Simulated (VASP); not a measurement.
# Hf (P6_3/mmc) in VASP: notebook, part 2 of 2

VASP 6.6.1. The steps go on from the part before.

### 3 Single point, PBEsol+D3(BJ)

This run uses another cell than the first one, of 17.41 Å³/atom, 1.047 times its volume.

INCAR

```
SYSTEM = Hf
PREC = Accurate
ENCUT = 520
EDIFF = 1E-6
ISMEAR = 1
SIGMA = 0.1
LREAL = .False.
LASPH = .True.
NELM = 80
ALGO = Normal
ISIF = 2
LWAVE = .False.
LCHARG = .True.
GGA = PS
IVDW = 12
LELF = .True.
LVHAR = .True.
NBANDS = 17
```

KPOINTS

```
regular mesh
0
Gamma
  13 13 7
  0 0 0
```

POSCAR

```
Hf
1.0
    2.9224268199      0.0000000000      0.0000000000
   -1.4612134099      2.5308958667      0.0000000000
    0.0000000000      0.0000000000      4.7073250842
Hf
2
Direct
    0.3333333333      0.6666666667      0.2500000000
    0.6666666667      0.3333333333      0.7500000000
```

Potentials or basis: VASP PAW PBE potentials, release 64 (Hf_pv).

Started as:

```console
$ cat potpaw_PBE.64/Hf_pv/POTCAR > POTCAR
$ mpirun -np 1 vasp_std > vasp.out
```

OUTCAR:

```text
SYSTEM = Hf
   PREC = Accurate
   ENCUT = 520
   EDIFF = 1E-6
   ISMEAR = 1
   LREAL = .False.
   LASPH = .True.
   NELM = 80
   ISIF = 2
   GGA = PS
   IVDW = 12
 IVDW          = 12

 ion  position               nearest neighbor table
   1  0.333  0.667  0.250-   2 2.90   2 2.90   2 2.90   2 2.90   2 2.90   2 2.90
   2  0.667  0.333  0.750-   1 2.90   1 2.90   1 2.90   1 2.90   1 2.90   1 2.90

  LATTYP: Found a hexagonal cell.
 ALAT       =     2.9224268199
 C/A-ratio  =     1.6107589255

  Lattice vectors:

 A1 = (   2.9224268199,   0.0000000000,   0.0000000000)
 A2 = (  -1.4612134099,   2.5308958667,   0.0000000000)
 A3 = (   0.0000000000,   0.0000000000,   4.7073250842)

Analysis of symmetry for initial positions (statically):
=====================================================================
 Subroutine PRICEL returns:
 Original cell was already a primitive cell.

 Routine SETGRP: Setting up the symmetry group for a
 hexagonal supercell.

 Subroutine GETGRP returns: Found 24 space group operations
 (whereof 12 operations were pure point group operations)
 out of a pool of 24 trial point group operations.

The static configuration has the point symmetry D_3d.
 The point group associated with its full space group is D_6h.

Analysis of symmetry for dynamics (positions and initial velocities):
=====================================================================
 Subroutine PRICEL returns:
 Original cell was already a primitive cell.

 Routine SETGRP: Setting up the symmetry group for a
 hexagonal supercell.

 Subroutine GETGRP returns: Found 24 space group operations
 (whereof 12 operations were pure point group operations)
 out of a pool of 24 trial point group operations.

The dynamic configuration has the point symmetry D_3d.
 The point group associated with its full space group is D_6h.

 Subroutine INISYM returns: Found 24 space group operations
 (whereof 12 operations are pure point group operations),
[... 114 lines left out ...]
   IMIX   =      4    mixing-type and parameters
     AMIX     =   0.40;   BMIX     =  1.00
     AMIX_MAG =   1.60;   BMIX_MAG =  1.00
  volume/ion in A,a.u.               =      17.41       117.48
  Fermi-wavevector in a.u.,A,eV,Ry     =   1.360883  2.571696 25.198025  1.852003
  Thomas-Fermi vector in A             =   2.487507
   LORBIT       =      0    0 simple, 1 ext, 2 COOP (PROOUT), +10 PAW based schemes
   GGA     = PS    functional components
   LHFCALC =     F    Hartree Fock is set to
   AEXX    =    0.0000 exact exchange contribution
   IVDW    =    12    specifies the selected vdW correction
   LEPSILON=     F    determine dielectric tensor
   LRPA    =     F    only Hartree local field effects (RPA)
 non-spin polarized calculation
 Methfessel and Paxton  Order N= 1 SIGMA  =   0.10
  energy-cutoff  :      520.00
  volume of cell :       34.82
 maximum number of plane-waves:       960
 NGX is ok and might be reduce to    24
   NGX = 11   NGY = 11   NGZ = 17

 number of electron      20.0000001 magnetization

 Free energy of the ion-electron system (eV)
  ---------------------------------------------------
  ext. energy  EPLUGINS =         0.00000000
  ---------------------------------------------------
  free energy    TOTEN  =       -20.23448321 eV

  energy without entropy =      -20.23314120  energy(sigma->0) =      -20.23403587

 E-fermi :   6.6418     XC(G=0): -12.5946

 val. band max:        6.6314536175   @ k =   0.2308   0.1538   0.4286
 cond. band min:       6.6432957451   @ k =   0.0769   0.0769   0.1429
 fundamental gap:      0.0118421276
 Fermi energy:         6.6418117706

 k-point     1 :       0.0000    0.0000    0.0000
  band No.  band energies     occupation
      1     -24.4639      2.00000
      2     -22.8327      2.00000
      3     -22.8327      2.00000
      4     -22.5912      2.00000
      5     -22.5841      2.00000
      6     -22.5841      2.00000
[... 457 lines left out ...]
      4     -22.9137      2.00000
      5     -22.6768      2.00000
      6     -22.6408      2.00000
[... 9 lines left out ...]
     16      10.0080      0.00000
     17      14.0901      0.00000

 [... further k-points ...]

------------------------ aborting loop because EDIFF is reached ----------------------------------------

 Edisp (eV)   -1.31975

 E8    (eV) :    -0.9965

  FORCE on cell =-STRESS in cart. coord.  units (eV):
  Direction    XX          YY          ZZ          XY          YZ          ZX
  --------------------------------------------------------------------------------------
  -------------------------------------------------------------------------------------
  Total       6.21226     6.21226     6.19322     0.00000    -0.00000     0.00000
  in kB     285.86985   285.86985   284.99368     0.00000    -0.00000     0.00000
  external pressure =      285.58 kB  Pullay stress =        0.00 kB

 VOLUME and BASIS-vectors are now :
 -----------------------------------------------------------------------------
  energy-cutoff  :      520.00
  volume of cell :       34.82
      direct lattice vectors                 reciprocal lattice vectors
     2.922426820  0.000000000  0.000000000     0.342181366  0.197558504  0.000000000
    -1.461213410  2.530895867  0.000000000     0.000000000  0.395117007  0.000000000
     0.000000000  0.000000000  4.707325084     0.000000000  0.000000000  0.212434872

 POSITION                                       TOTAL-FORCE (eV/Angst)
 -----------------------------------------------------------------------------------
     -0.00000      1.68726      1.17683        -0.000000     -0.000000      0.000000
      1.46121      0.84363      3.53049         0.000000      0.000000      0.000000
 -----------------------------------------------------------------------------------
    total drift:                               -0.000000      0.000000     -0.000000

  FREE ENERGIE OF THE ION-ELECTRON SYSTEM (eV)
  ---------------------------------------------------
  free  energy   TOTEN  =       -21.5542322073 eV

  energy  without entropy=      -21.5528901947  energy(sigma->0) =      -21.55378487
```

OSZICAR:

```text
N       E                     dE             d eps       ncg     rms          rms(c)
DAV:   1     0.529683479352E+02    0.52968E+02   -0.11573E+04  2864   0.116E+03
DAV:   2    -0.190847913762E+02   -0.72053E+02   -0.70032E+02  3786   0.258E+02
DAV:   3    -0.207710479185E+02   -0.16863E+01   -0.16739E+01  3484   0.270E+01
DAV:   4    -0.207807315912E+02   -0.96837E-02   -0.96785E-02  3653   0.243E+00
DAV:   5    -0.207807928523E+02   -0.61261E-04   -0.61257E-04  3496   0.173E-01    0.772E+01
DAV:   6    -0.203919170844E+02    0.38888E+00   -0.27643E-01  3281   0.362E+00    0.459E+01
DAV:   7    -0.202399362497E+02    0.15198E+00   -0.47955E-01  3403   0.460E+00    0.197E+00
DAV:   8    -0.202344124260E+02    0.55238E-02   -0.28362E-02  3385   0.118E+00    0.250E-01
DAV:   9    -0.202344846673E+02   -0.72241E-04   -0.66870E-04  3680   0.181E-01    0.147E-01
DAV:  10    -0.202344828607E+02    0.18066E-05   -0.28069E-05  3313   0.383E-02    0.178E-01
DAV:  11    -0.202344832123E+02   -0.35162E-06   -0.38280E-06  3353   0.135E-02
   1 F= -.21554232E+02 E0= -.21553785E+02  d E =-.134201E-02
```

stdout:

```text
POSCAR found type information on POSCAR Hf
 POSCAR found :  1 types and       2 ions
 scaLAPACK will be used
 -----------------------------------------------------------------------------
|                                                                             |
|                                                                             |
|     You enforced a specific xc type in the INCAR file but a different       |
|     I HOPE YOU KNOW WHAT YOU ARE DOING!                                     |
|                                                                             |
 -----------------------------------------------------------------------------

 LDA part: xc-table for (Slater+PW92), standard interpolation
 POSCAR, INCAR and KPOINTS ok, starting setup
 FFT: planning ... GRIDC
 FFT: planning ... GRID_SOFT
 FFT: planning ... GRID
 WAVECAR not read
 entering main loop
```

Run time: 52 s. Hardware: 1 thread of Intel Xeon 8259CL, shared host; peak memory 0.19 GiB.

What came out:

| Item | Value |
| --- | --- |
| Free energy | -21.5542 eV |
| Pressure | 28.6 GPa |
| Band gap on the k mesh | zero (band 10 reaches 7.92 eV, above the bottom of band 11 at 6.46 eV) |
| Dispersion energy per atom | -0.660 eV |

Stress tensor (GPa, compression positive):
```
28.59  0.00  0.00
 0.00 28.59  0.00
 0.00  0.00 28.50
```

Levels at points of the mesh, in eV from the Fermi level:
| k point | band 8 | band 9 | band 10 | band 11 | band 12 | band 13 |
| --- | --- | --- | --- | --- | --- | --- |
| (0.00, 0.00, 0.00) | -4.61 | 1.19 | 1.19 | 1.31 | 1.73 | 2.27 |

Caveat: three body term missing; the PAW data sets were made with another functional, which shifts forces and pressure a little; spin-orbit coupling is left out, which moves the levels of the heavy elements; pairwise dispersion overbinds metals, which lowers pressure and volume.

### 4 Single point, PBEsol+D3(BJ)

This run uses another cell than the first one, of 18.32 Å³/atom, 1.102 times its volume.

INCAR

```
  ALGO = Normal
  EDIFF = 1E-7
  ENCUT = 520
  GGA = PS
  ISIF = 2
  ISMEAR = 1
  IVDW = 12
  LASPH = T
  LCHARG = T
  LELF = T
  LREAL = F
  LVHAR = T
  LWAVE = F
  NBANDS = 17
  NELM = 100
  PREC = Accurate
  SIGMA = 0.1
```

KPOINTS

```
k-points
0
Gamma
  13 13 7
```

POSCAR

```
Hf
1.0
    2.9748509235      0.0000000000      0.0000000000
   -1.4874254618      2.5762964723      0.0000000000
    0.0000000000      0.0000000000      4.7811603724
Hf
2
Direct
    0.3333333333      0.6666666667      0.2500000000
    0.6666666667      0.3333333333      0.7500000000
```

Potentials or basis: VASP PAW PBE potentials, release 64 (Hf_pv).

Started as:

```console
$ cat potpaw_PBE.64/Hf_pv/POTCAR > POTCAR
$ mpirun -np 1 vasp_std > vasp.out
```

OUTCAR:

```text
EDIFF = 1E-7
   ENCUT = 520
   GGA = PS
   ISIF = 2
   ISMEAR = 1
   IVDW = 12
   LASPH = T
   LREAL = F
   NELM = 100
   PREC = Accurate
 IVDW          = 12

 ion  position               nearest neighbor table
   1  0.333  0.667  0.250-   2 2.94   2 2.94   2 2.94   2 2.94   2 2.94   2 2.94
   2  0.667  0.333  0.750-   1 2.94   1 2.94   1 2.94   1 2.94   1 2.94   1 2.94

  LATTYP: Found a hexagonal cell.
 ALAT       =     2.9748509235
 C/A-ratio  =     1.6071932663

  Lattice vectors:

 A1 = (   2.9748509235,   0.0000000000,   0.0000000000)
 A2 = (  -1.4874254618,   2.5762964723,   0.0000000000)
 A3 = (   0.0000000000,   0.0000000000,   4.7811603724)

Analysis of symmetry for initial positions (statically):
=====================================================================
 Subroutine PRICEL returns:
 Original cell was already a primitive cell.

 Routine SETGRP: Setting up the symmetry group for a
 hexagonal supercell.

 Subroutine GETGRP returns: Found 24 space group operations
 (whereof 12 operations were pure point group operations)
 out of a pool of 24 trial point group operations.

The static configuration has the point symmetry D_3d.
 The point group associated with its full space group is D_6h.

Analysis of symmetry for dynamics (positions and initial velocities):
=====================================================================
 Subroutine PRICEL returns:
 Original cell was already a primitive cell.

 Routine SETGRP: Setting up the symmetry group for a
 hexagonal supercell.

 Subroutine GETGRP returns: Found 24 space group operations
 (whereof 12 operations were pure point group operations)
 out of a pool of 24 trial point group operations.

The dynamic configuration has the point symmetry D_3d.
 The point group associated with its full space group is D_6h.

[... 114 lines left out ...]
   EFERMI_NEDOS =   21; number of points for ismear=-14 and -15
   IALGO  =     38    algorithm
   IMIX   =      4    mixing-type and parameters
     AMIX     =   0.40;   BMIX     =  1.00
     AMIX_MAG =   1.60;   BMIX_MAG =  1.00
  volume/ion in A,a.u.               =      18.32       123.64
  Fermi-wavevector in a.u.,A,eV,Ry     =   1.337889  2.528243 24.353703  1.789947
  Thomas-Fermi vector in A             =   2.466402
   LORBIT       =      0    0 simple, 1 ext, 2 COOP (PROOUT), +10 PAW based schemes
   GGA     = PS    functional components
   LHFCALC =     F    Hartree Fock is set to
   AEXX    =    0.0000 exact exchange contribution
   IVDW    =    12    specifies the selected vdW correction
   LEPSILON=     F    determine dielectric tensor
   LRPA    =     F    only Hartree local field effects (RPA)
 non-spin polarized calculation
 Methfessel and Paxton  Order N= 1 SIGMA  =   0.10
  energy-cutoff  :      520.00
  volume of cell :       36.64
 maximum number of plane-waves:      1014
 NGX is ok and might be reduce to    24
   NGX = 11   NGY = 11   NGZ = 17

 number of electron      19.9999996 magnetization

 Free energy of the ion-electron system (eV)
  ---------------------------------------------------
  ext. energy  EPLUGINS =         0.00000000
  ---------------------------------------------------
  free energy    TOTEN  =       -20.56850948 eV

  energy without entropy =      -20.56716526  energy(sigma->0) =      -20.56806141

 E-fermi :   6.2501     XC(G=0): -12.3400

 val. band max:        6.2430297740   @ k =   0.2308   0.1538   0.4286
 cond. band min:       6.2520235278   @ k =   0.0769   0.0000   0.4286
 fundamental gap:      0.0089937538
 Fermi energy:         6.2500713832

 k-point     1 :       0.0000    0.0000    0.0000
  band No.  band energies     occupation
      1     -24.7986      2.00000
      2     -23.3992      2.00000
      3     -23.3992      2.00000
      4     -23.1884      2.00000
      5     -23.1821      2.00000
      6     -23.1821      2.00000
[... 457 lines left out ...]
      4     -23.4676      2.00000
      5     -23.2616      2.00000
      6     -23.2306      2.00000
[... 9 lines left out ...]
     16       9.4790      0.00000
     17      13.3125      0.00000

 [... further k-points ...]

------------------------ aborting loop because EDIFF is reached ----------------------------------------

 Edisp (eV)   -1.25352

 E8    (eV) :    -0.9465

  FORCE on cell =-STRESS in cart. coord.  units (eV):
  Direction    XX          YY          ZZ          XY          YZ          ZX
  --------------------------------------------------------------------------------------
  -------------------------------------------------------------------------------------
  Total       4.28843     4.28843     4.26814    -0.00000    -0.00000    -0.00000
  in kB     187.50571   187.50571   186.61855    -0.00000    -0.00000    -0.00000
  external pressure =      187.21 kB  Pullay stress =        0.00 kB

 VOLUME and BASIS-vectors are now :
 -----------------------------------------------------------------------------
  energy-cutoff  :      520.00
  volume of cell :       36.64
      direct lattice vectors                 reciprocal lattice vectors
     2.974850924  0.000000000  0.000000000     0.336151298  0.194077043  0.000000000
    -1.487425462  2.576296472  0.000000000     0.000000000  0.388154085  0.000000000
     0.000000000  0.000000000  4.781160372     0.000000000  0.000000000  0.209154248

 POSITION                                       TOTAL-FORCE (eV/Angst)
 -----------------------------------------------------------------------------------
     -0.00000      1.71753      1.19529        -0.000000      0.000000      0.000000
      1.48743      0.85877      3.58587         0.000000     -0.000000      0.000000
 -----------------------------------------------------------------------------------
    total drift:                               -0.000000      0.000000     -0.000000

  FREE ENERGIE OF THE ION-ELECTRON SYSTEM (eV)
  ---------------------------------------------------
  free  energy   TOTEN  =       -21.8220260884 eV

  energy  without entropy=      -21.8206818630  energy(sigma->0) =      -21.82157801
```

stdout:

```text
POSCAR found type information on POSCAR Hf
 POSCAR found :  1 types and       2 ions
 scaLAPACK will be used
 -----------------------------------------------------------------------------
|                                                                             |
|                                                                             |
|     You enforced a specific xc type in the INCAR file but a different       |
|     I HOPE YOU KNOW WHAT YOU ARE DOING!                                     |
|                                                                             |
 -----------------------------------------------------------------------------

 LDA part: xc-table for (Slater+PW92), standard interpolation
 POSCAR, INCAR and KPOINTS ok, starting setup
 FFT: planning ... GRIDC
 FFT: planning ... GRID_SOFT
 FFT: planning ... GRID
 WAVECAR not read
 entering main loop
```

Wall time 57 s (1 thread of Intel Xeon 8259CL, shared host); peak memory 0.19 GiB.

What came out:

```yaml
Free_energy: -21.8220 eV
Pressure: 18.7 GPa
Band_gap_on_the_k_mesh: zero (band 10 reaches 7.44 eV, above the bottom of band 11 at 5.99 eV)
Dispersion_energy_per_atom: -0.627 eV
```

Stress tensor (GPa, compression positive):
```
18.75  0.00  0.00
 0.00 18.75  0.00
 0.00  0.00 18.66
```

Levels at points of the mesh, in eV from the Fermi level:
```tsv
k point	band 8	band 9	band 10	band 11	band 12	band 13
(0.00, 0.00, 0.00)	-4.44	1.19	1.19	1.33	1.42	2.20
```

Caveat: three body term missing; the PAW data sets were made with another functional, which shifts forces and pressure a little; spin-orbit coupling is left out, which moves the levels of the heavy elements; pairwise dispersion overbinds metals, which lowers pressure and volume.

### 5 The runs side by side

```tsv
cell	gap on the mesh (eV)	pressure (GPa)
a = 2.873, b = 2.873, c = 4.652 Å, angles 90.0, 90.0, 120.0°, 2 atoms	none	38.3
a = 2.922, b = 2.922, c = 4.707 Å, angles 90.0, 90.0, 120.0°, 2 atoms	none	28.6
a = 2.975, b = 2.975, c = 4.781 Å, angles 90.0, 90.0, 120.0°, 2 atoms	none	18.7
```

Alike in all rows: task single point; level PBEsol+D3(BJ); potentials or basis VASP PAW PBE potentials, release 64 (Hf_pv); no spin polarisation; k mesh 13 × 13 × 7; cutoff (eV) 520; smearing methfessel-paxton 0.1 eV.

Caveats: three body term missing; the PAW data sets were made with another functional, which shifts forces and pressure a little; spin-orbit coupling is left out, which moves the levels of the heavy elements; pairwise dispersion overbinds metals, which lowers pressure and volume.

Absolute energies hang on the potentials; compare differences alone.
